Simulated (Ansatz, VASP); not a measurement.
Two plane-wave programs on BN

Contents of POSCAR:

```
BN
1.0
    0.0000000000      1.8232337647      1.8232337647
    1.8232337647      0.0000000000      1.8232337647
    1.8232337647      1.8232337647      0.0000000000
B N
1 1
Direct
    0.0000000000      0.0000000000      0.0000000000
    0.2500000000      0.2500000000      0.2500000000
```

INCAR.step1

```
PREC     = Accurate       # precision mode
ENCUT    = 520            # plane-wave cutoff, eV
ISMEAR   = 0              # smearing method
SIGMA    = 0.01           # smearing width, eV
LREAL    = F              # projectors in reciprocal space
LASPH    = T              # aspherical terms in the spheres
NELM     = 60             # most SCF steps
NBANDS   = 11             # bands
GGA      = PE             # functional
ALGO     = Normal         # electronic algorithm
EDIFF    = 1E-4           # SCF threshold, eV
LWAVE    = T              # write WAVECAR
LCHARG   = F              # write CHGCAR
```

File INCAR.step2:

```
PREC     = Accurate       # precision mode
ENCUT    = 520            # plane-wave cutoff, eV
EDIFF    = 1E-6           # SCF threshold, eV
ISMEAR   = 0              # smearing method
SIGMA    = 0.01           # smearing width, eV
LREAL    = F              # projectors in reciprocal space
LASPH    = T              # aspherical terms in the spheres
NELM     = 60             # most SCF steps
ALGO     = Normal         # electronic algorithm
ISIF     = 2              # what is computed and relaxed
LWAVE    = F              # write WAVECAR
LCHARG   = F              # write CHGCAR
METAGGA  = R2SCAN         # meta-GGA
LMIXTAU  = T            
NBANDS   = 11             # bands
ISTART   = 1
```

KPOINTS

```
regular mesh
0
Gamma
  12 12 12
```

Input for Ansatz:

```yaml
crystal:
  lattice:
    - [0.0, 1.8232337647, 1.8232337647]
    - [1.8232337647, 0.0, 1.8232337647]
    - [1.8232337647, 1.8232337647, 0.0]
  atoms:
    - { symbol: B, position: [0.0, 0.0, 0.0] }
    - { symbol: "N", position: [0.25, 0.25, 0.25] }
kpoints:
  mp_grid: { grid: [12, 12, 12] }
  band_path:
    path:
      - [0.0, 0.0, 0.0]
      - [-0.5, -0.5, 0.0]
      - [-0.375, -0.375, 0.25]
      - [-0.375, 0.0, 0.375]
      - [0.0, 0.0, 0.5]
      - [-0.5, -0.25, 0.25]
      - [0.0, 0.5, 0.5]
    npoints: 1
hamiltonian:
  xc: r2scan
scf:
  occupations: { method: fixed }
  n_extra_bands: 4
output:
  forces: true
  stress: true
  eigenvalues: true
```

Change from the starting cell: hydrostatic strain +1.0%.

Alike in both runs: task single point; functional r2SCAN; k mesh 12 × 12 × 12; no spin polarisation.

|  | VASP | Ansatz |
| --- | --- | --- |
| version | VASP 6.6.1 | Ansatz 0.2.0 |
| potentials or method | VASP PAW PBE potentials, release 64 (B, N) | plane waves, PAW |
| plane-wave cutoff (eV) | 520 | 500 |
| occupations | gaussian, width 0.01 eV | fixed |
| valence electrons in the cell | 8 | 8 |

```csv
,VASP,Ansatz,Ansatz less VASP
gap on the k mesh at the Fermi level (eV),4.94,4.96,+0.019
pressure (GPa),-10.3,-11.3,-1.00
```

VASP's potentials were made for PBE, not for r2SCAN.
